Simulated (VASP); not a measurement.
# HfCl4F (F-43m) in VASP: further runs

The runs below take HfCl4F through single point, relaxation of cell and atoms, with PBE.

Program: VASP 6.6.1. These are calculated values, not measurements. Logs are shortened: lines on timing, memory, paths and dates and some standing lists are left out, and cuts for length are marked.

## Step 1: The cell of the first run

Symmetry: F-43m, No. 216, cubic system. Conventional cell: a = 8.166 Å, b = 8.166 Å, c = 8.166 Å, α = 90.00°, β = 90.00°, γ = 90.00°. Hf (site symmetry -43m) has 12 Cl at 3.39 Å and 6 F at 4.08 Å within 4.5 Å. Within 2.3 Å of Cl (site symmetry 3m) lie 1 F at 1.74 Å. Within 2.3 Å of F (site symmetry -43m) lie 4 Cl at 1.74 Å.

## Step 2: Single point, PBE

INCAR

```
SYSTEM = HfCl4F
ALGO = Normal
EDIFF = 1E-6
ENCUT = 520
GGA = PE
ISIF = 2
ISMEAR = 0
LASPH = .True.
LCHARG = .False.
LREAL = .False.
LWAVE = .False.
NBANDS = 32
NELM = 60
PREC = Accurate
SIGMA = 0.1
```

KPOINTS

```
k-points
0
Gamma
  4 4 4
  0 0 0
```

POSCAR

```
HfCl4F
1.0
    0.0000000000      4.0831502500      4.0831502500
    4.0831502500      0.0000000000      4.0831502500
    4.0831502500      4.0831502500      0.0000000000
Hf Cl F
1 4 1
Direct
    0.0000000000      0.0000000000      0.0000000000
    0.8696399600      0.3767866800      0.3767866800
    0.3767866800      0.3767866800      0.3767866800
    0.3767866800      0.8696399600      0.3767866800
    0.3767866800      0.3767866800      0.8696399600
    0.5000000000      0.5000000000      0.5000000000
```

Potentials or basis: VASP PAW PBE potentials, release 64 (Hf_pv, Cl, F).

The run is started by

```
$ cat potpaw_PBE.64/Hf_pv/POTCAR potpaw_PBE.64/Cl/POTCAR potpaw_PBE.64/F/POTCAR > POTCAR
$ mpirun -np 1 vasp_std > vasp.out
```

OUTCAR:

```text
SYSTEM = HfCl4F
   EDIFF = 1E-6
   ENCUT = 520
   GGA = PE
   ISIF = 2
   ISMEAR = 0
   LASPH = .True.
   LREAL = .False.
   NELM = 60
   PREC = Accurate

 ion  position               nearest neighbor table
   1  0.000  0.000  0.000-
   2  0.870  0.377  0.377-   6 1.74
   3  0.377  0.377  0.377-   6 1.74
   4  0.377  0.870  0.377-   6 1.74
   5  0.377  0.377  0.870-   6 1.74
   6  0.500  0.500  0.500-   3 1.74   2 1.74   4 1.74   5 1.74

  LATTYP: Found a face centered cubic cell.
 ALAT       =     8.1663005000

  Lattice vectors:

 A1 = (   0.0000000000,   4.0831502500,   4.0831502500)
 A2 = (   4.0831502500,   0.0000000000,   4.0831502500)
 A3 = (   4.0831502500,   4.0831502500,   0.0000000000)

Analysis of symmetry for initial positions (statically):
=====================================================================
 Subroutine PRICEL returns:
 Original cell was already a primitive cell.

 Routine SETGRP: Setting up the symmetry group for a
 face centered cubic supercell.

 Subroutine GETGRP returns: Found 24 space group operations
 (whereof 24 operations were pure point group operations)
 out of a pool of 48 trial point group operations.

The static configuration has the point symmetry T_d .

Analysis of symmetry for dynamics (positions and initial velocities):
=====================================================================
 Subroutine PRICEL returns:
 Original cell was already a primitive cell.

 Routine SETGRP: Setting up the symmetry group for a
 face centered cubic supercell.

 Subroutine GETGRP returns: Found 24 space group operations
 (whereof 24 operations were pure point group operations)
 out of a pool of 48 trial point group operations.

The dynamic configuration has the point symmetry T_d .

 Subroutine INISYM returns: Found 24 space group operations
 (whereof 24 operations are pure point group operations),
 and found     1 'primitive' translations

----------------------------------------------------------------------------------------

                                     Primitive cell

  volume of cell :     136.1495

  direct lattice vectors                    reciprocal lattice vectors
     0.000000000  4.083150250  4.083150250    -0.122454470  0.122454470  0.122454470
     4.083150250  0.000000000  4.083150250     0.122454470 -0.122454470  0.122454470
     4.083150250  4.083150250  0.000000000     0.122454470  0.122454470 -0.122454470

  length of vectors
     5.774446461  5.774446461  5.774446461     0.212097364  0.212097364  0.212097364

  position of ions in fractional coordinates (direct lattice)
     0.000000000  0.000000000  0.000000000
     0.869639960  0.376786680  0.376786680
     0.376786680  0.376786680  0.376786680
     0.376786680  0.869639960  0.376786680
     0.376786680  0.376786680  0.869639960
     0.500000000  0.500000000  0.500000000

  ion indices of the primitive-cell ions
   primitive index   ion index
                 1           1
                 2           2
                 3           3
                 4           4
                 5           5
                 6           6

----------------------------------------------------------------------------------------

 KPOINTS: k-points

Automatic generation of k-mesh.
 Grid dimensions read from file:
 generate k-points for:    4    4    4

 Generating k-lattice:

  Cartesian coordinates                     Fractional coordinates (reciprocal lattice)
    -0.030613618  0.030613618  0.030613618     0.250000000  0.000000000  0.000000000
     0.030613618 -0.030613618  0.030613618     0.000000000  0.250000000  0.000000000
     0.030613618  0.030613618 -0.030613618     0.000000000  0.000000000  0.250000000

  Length of vectors
     0.053024341  0.053024341  0.053024341

  Shift w.r.t. Gamma in fractional coordinates (k-lattice)
     0.000000000  0.000000000  0.000000000

 Subroutine IBZKPT returns following result:
 ===========================================

 Found      8 irreducible k-points:

 Following reciprocal coordinates:
            Coordinates               Weight
  0.000000  0.000000  0.000000      1.000000
  0.250000  0.000000  0.000000      8.000000
  0.500000  0.000000  0.000000      4.000000
  0.250000  0.250000  0.000000      6.000000
  0.500000  0.250000  0.000000     24.000000
 -0.250000  0.250000  0.000000     12.000000
  0.500000  0.500000  0.000000      3.000000
 -0.250000  0.500000  0.250000      6.000000
   k-points           NKPTS =      8   k-points in BZ     NKDIM =      8   number of bands    NBANDS=     32
   number of dos      NEDOS =    301   number of ions     NIONS =      6
   total plane-waves  NPLWV = 110592
   dimension x,y,z NGX =    48 NGY =   48 NGZ =   48
   dimension x,y,z NGXF=    96 NGYF=   96 NGZF=   96
   ions per type =               1   4   1
   NGX,Y,Z   is equivalent  to a cutoff of  13.82, 13.82, 13.82 a.u.
   NGXF,Y,Z  is equivalent  to a cutoff of  27.64, 27.64, 27.64 a.u.
 SYSTEM =  HfCl4F
   PREC   = accura    normal or accurate (medium, high low for compatibility)
   ISTART =      0    job   : 0-new  1-cont  2-samecut
   ICHARG =      2    charge: 1-file 2-atom 10-const
   ISPIN  =      1    spin polarized calculation?
   LNONCOLLINEAR =      F non collinear calculations
   LSORBIT =      F    spin-orbit coupling
   LASPH  =      T    aspherical Exc in radial PAW
   ENCUT  =  520.0 eV  38.22 Ry    6.18 a.u.  10.74 10.74 10.74*2*pi/ulx,y,z
   NELM   =     60;   NELMIN=  2; NELMDL= -5     # of ELM steps
   EDIFF  = 0.1E-05   stopping-criterion for ELM
   LREAL  =      F    real-space projection
   EDIFFG = 0.1E-04   stopping-criterion for IOM
   NSW    =      0    number of steps for IOM
   IBRION =     -1    ionic relax: 0-MD 1-quasi-New 2-CG
   NFREE  =      0    steps in history (QN), initial steepest desc. (CG)
   ISIF   =      2    stress and relaxation
   ISYM   =      2    0-nonsym 1-usesym 2-fastsym
   POTIM  = 0.5000    time-step for ionic-motion
   TEBEG  =    0.0;   TEEND  =   0.0 temperature during run
   PSTRESS=    0.0 pullay stress
   NELECT =      45.0000    total number of electrons
   NUPDOWN=      -1.0000    fix difference up-down
   EMIN   =  10.00;   EMAX   =-10.00  energy-range for DOS
   EFERMI =   0.00;   METHOD = LEGACY
   ISMEAR =     0;   SIGMA  =   0.10  broadening in eV -4-tet -1-fermi 0-gaus
   EFERMI_NEDOS =   21; number of points for ismear=-14 and -15
   IALGO  =     38    algorithm
   IMIX   =      4    mixing-type and parameters
     AMIX     =   0.40;   BMIX     =  1.00
     AMIX_MAG =   1.60;   BMIX_MAG =  1.00
  volume/ion in A,a.u.               =      22.69       153.13
  Fermi-wavevector in a.u.,A,eV,Ry     =   1.131897  2.138976 17.431665  1.281191
  Thomas-Fermi vector in A             =   2.268597
   LORBIT       =      0    0 simple, 1 ext, 2 COOP (PROOUT), +10 PAW based schemes
   GGA     = PE    functional components
   LHFCALC =     F    Hartree Fock is set to
   AEXX    =    0.0000 exact exchange contribution
   IVDW    =     0    specifies the selected vdW correction
   LEPSILON=     F    determine dielectric tensor
   LRPA    =     F    only Hartree local field effects (RPA)
 non-spin polarized calculation
 Gauss-broadening in eV      SIGMA  =   0.10
  energy-cutoff  :      520.00
  volume of cell :      136.15
 maximum number of plane-waves:      3695
 NGX is ok and might be reduce to    48
   NGX = 21   NGY = 21   NGZ = 21

 number of electron      44.9999992 magnetization

 Free energy of the ion-electron system (eV)
  ---------------------------------------------------
  ext. energy  EPLUGINS =         0.00000000
  ---------------------------------------------------
  free energy    TOTEN  =        -6.97944460 eV

  energy without entropy =       -6.89921079  energy(sigma->0) =       -6.93932769

 E-fermi :   3.9249     XC(G=0):  -8.8924

 val. band max:        3.9229616607   @ k =   0.5000   0.2500   0.0000
 cond. band min:       3.9336207927   @ k =   0.5000   0.5000   0.0000
 fundamental gap:      0.0106591320
 Fermi energy:         3.9249111769

 k-point     1 :       0.0000    0.0000    0.0000
  band No.  band energies     occupation
      1     -29.8164      2.00000
      2     -29.8164      2.00000
      3     -29.8164      2.00000
      4     -26.6584      2.00000
      5     -13.5133      2.00000
      6     -13.5133      2.00000
[... 24 lines left out ...]
     31       7.7220      0.00000
     32       7.7220      0.00000

 k-point     2 :       0.2500    0.0000    0.0000
  band No.  band energies     occupation
      1     -29.8166      2.00000
      2     -29.8164      2.00000
      3     -29.8164      2.00000
      4     -26.6570      2.00000
      5     -13.7924      2.00000
      6     -13.5230      2.00000
[... 24 lines left out ...]
     31       8.2734      0.00000
     32       8.2734      0.00000

 k-point     3 :       0.5000    0.0000    0.0000
  band No.  band energies     occupation
      1     -29.8169      2.00000
      2     -29.8165      2.00000
      3     -29.8165      2.00000
      4     -26.6557      2.00000
      5     -13.9749      2.00000
      6     -13.5327      2.00000
[... 24 lines left out ...]
     31       9.0568      0.00000
     32       9.0568      0.00000

 k-point     4 :       0.2500    0.2500    0.0000
  band No.  band energies     occupation
      1     -29.8166      2.00000
      2     -29.8165      2.00000
      3     -29.8165      2.00000
      4     -26.6566      2.00000
      5     -13.8488      2.00000
      6     -13.5316      2.00000
[... 24 lines left out ...]
     31       8.3236      0.00000
     32       8.3236      0.00000

 k-point     5 :       0.5000    0.2500    0.0000
  band No.  band energies     occupation
      1     -29.8168      2.00000
      2     -29.8166      2.00000
      3     -29.8165      2.00000
      4     -26.6555      2.00000
      5     -14.0092      2.00000
      6     -13.5490      2.00000
[... 24 lines left out ...]
     31       8.6397      0.00000
     32       9.0755      0.00000

 k-point     6 :      -0.2500    0.2500    0.0000
  band No.  band energies     occupation
      1     -29.8168      2.00000
      2     -29.8166      2.00000
      3     -29.8165      2.00000
      4     -26.6559      2.00000
      5     -13.9630      2.00000
      6     -13.5472      2.00000
[... 24 lines left out ...]
     31       8.4646      0.00000
     32       8.9895      0.00000

 k-point     7 :       0.5000    0.5000    0.0000
  band No.  band energies     occupation
      1     -29.8168      2.00000
      2     -29.8166      2.00000
      3     -29.8166      2.00000
      4     -26.6554      2.00000
      5     -14.0505      2.00000
      6     -13.5497      2.00000
[... 24 lines left out ...]
     31       9.1639      0.00000
     32       9.1639      0.00000

 k-point     8 :      -0.2500    0.5000    0.2500
  band No.  band energies     occupation
      1     -29.8167      2.00000
      2     -29.8166      2.00000
      3     -29.8166      2.00000
      4     -26.6553      2.00000
      5     -14.0495      2.00000
      6     -13.5541      2.00000
[... 24 lines left out ...]
     31       8.3823      0.00000
     32       8.9336      0.00000

------------------------ aborting loop because EDIFF is reached ----------------------------------------

  FORCE on cell =-STRESS in cart. coord.  units (eV):
  Direction    XX          YY          ZZ          XY          YZ          ZX
  --------------------------------------------------------------------------------------
  -------------------------------------------------------------------------------------
  Total       21.6718158     21.6718158     21.6718158     -0.0000000      0.0000000     -0.0000000
  in kB      255.0291381    255.0291381    255.0291381     -0.0000000      0.0000000     -0.0000000
  external PRESSURE =     255.0291381 kB  Pullay stress =       0.0000000 kB

 VOLUME and BASIS-vectors are now :
 -----------------------------------------------------------------------------
  energy-cutoff  :      520.00
  volume of cell :      136.15
      direct lattice vectors                 reciprocal lattice vectors
     0.000000000  4.083150250  4.083150250    -0.122454470  0.122454470  0.122454470
     4.083150250  0.000000000  4.083150250     0.122454470 -0.122454470  0.122454470
     4.083150250  4.083150250  0.000000000     0.122454470  0.122454470 -0.122454470

 POSITION                                       TOTAL-FORCE (eV/Angst)
 -----------------------------------------------------------------------------------
      0.00000      0.00000      0.00000         0.000000      0.000000      0.000000
      3.07695      5.08935      5.08935        -5.828995      5.828995      5.828995
      3.07695      3.07695      3.07695        -5.828995     -5.828995     -5.828995
      5.08935      3.07695      5.08935         5.828995     -5.828995      5.828995
      5.08935      5.08935      3.07695         5.828995      5.828995     -5.828995
      4.08315      4.08315      4.08315         0.000000      0.000000      0.000000
 -----------------------------------------------------------------------------------
    total drift:                                0.000001      0.000001      0.000001

  FREE ENERGIE OF THE ION-ELECTRON SYSTEM (eV)
  ---------------------------------------------------
  free  energy   TOTEN  =        -6.9794445969 eV

  energy  without entropy=       -6.8992107895  energy(sigma->0) =       -6.93932769
```

Run time: 74 s. Hardware: 1 thread of Intel Xeon Platinum 8488C (Sapphire Rapids), shared host; peak memory 0.33 GiB.

Results:

```yaml
Free_energy: -6.9794 eV
Pressure: 25.5 GPa
Largest_force: 10.096 eV/Å
```

Forces in eV/Å, atoms in the order of the input:
```
Hf   0.000  0.000  0.000
Cl  -5.829  5.829  5.829
Cl  -5.829 -5.829 -5.829
Cl   5.829 -5.829  5.829
Cl   5.829  5.829 -5.829
F    0.000  0.000  0.000
```

Caveat: spin-orbit coupling is left out, which moves the levels of the heavy elements; an odd number of electrons without spin polarisation forces a metal; a magnetic or distorted state may lie lower.

(Part 1 of 2 ends here.)
